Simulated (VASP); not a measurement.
BN, a slab with vacuum:

```
B N
1.0
     2.50712    0.00000    0.00000
    -1.25356    2.17123    0.00000
     0.00000    0.00000   45.84237
B N
4 4
Direct
  0.66667 0.33333 0.39114
  0.33333 0.66667 0.46384
  0.66667 0.33333 0.53616
  0.33333 0.66667 0.60886
  0.33333 0.66667 0.39110
  0.66667 0.33333 0.46384
  0.33333 0.66667 0.53616
  0.66667 0.33333 0.60890
```

Base run:

* Program: VASP 6.6.1
* Functional: PBE
* Dispersion: D3(BJ)
* Potentials or basis: VASP PAW PBE potentials, release 64 (B, N)
* Cutoff: 520 eV
* k mesh: 9 × 9 × 1
* Occupations: gaussian, width 0.02 eV
* Spin: no spin polarisation

Its results: band gap on the k mesh 4.42 eV, indirect (least direct gap 4.67 eV).

**Question.** The run is repeated on the same cell with these changes: k mesh from 9 × 9 × 1 to 12 × 12 × 1; occupations from gaussian, width 0.02 eV to gaussian, width 0.01 eV. What comes out?

**Answer.** Band gap on the k mesh 4.32 eV, indirect (least direct gap 4.67 eV).

A k mesh can miss the band edges.
